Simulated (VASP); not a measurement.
Au: single point with PBE

The system is Au.

```xyz
1
Lattice="0.0000 2.0350 2.0350 2.0350 0.0000 2.0350 2.0350 2.0350 0.0000" Properties=species:S:1:pos:R:3 pbc="T T T"
Au    0.0000    0.0000    0.0000
```

```
Program                : VASP 6.6.1
Task                   : single point
Functional             : PBE
Potentials or basis    : VASP PAW PBE potentials, release 64 (Au)
Cutoff                 : 520 eV
k mesh                 : 11 × 11 × 11
Occupations            : gaussian, width 0.021 eV
Spin                   : no spin polarisation
Dipole correction      : no
Further INCAR settings : ALGO = Normal; EDIFF = 1e-06; NBANDS = 12
```

| Property | Result |
| --- | --- |
| Pressure | 10.5 GPa |

Levels at points of the mesh, in eV from the Fermi level:
```csv
k point,band 3,band 4,band 5,band 6,band 7,band 8,band 9,band 10
"(0.00, 0.00, 0.00)",-4.85,-4.85,-3.31,-3.31,14.40,18.47,18.47,18.47
```

Run time: 14 s on 1 thread of Intel(R) Xeon(R) Platinum 8375C CPU @ 2.90GHz (Ice Lake), with other jobs on the host, peak memory 0.14 GiB.

Caveat: spin-orbit coupling is left out, which moves the levels of the heavy elements.
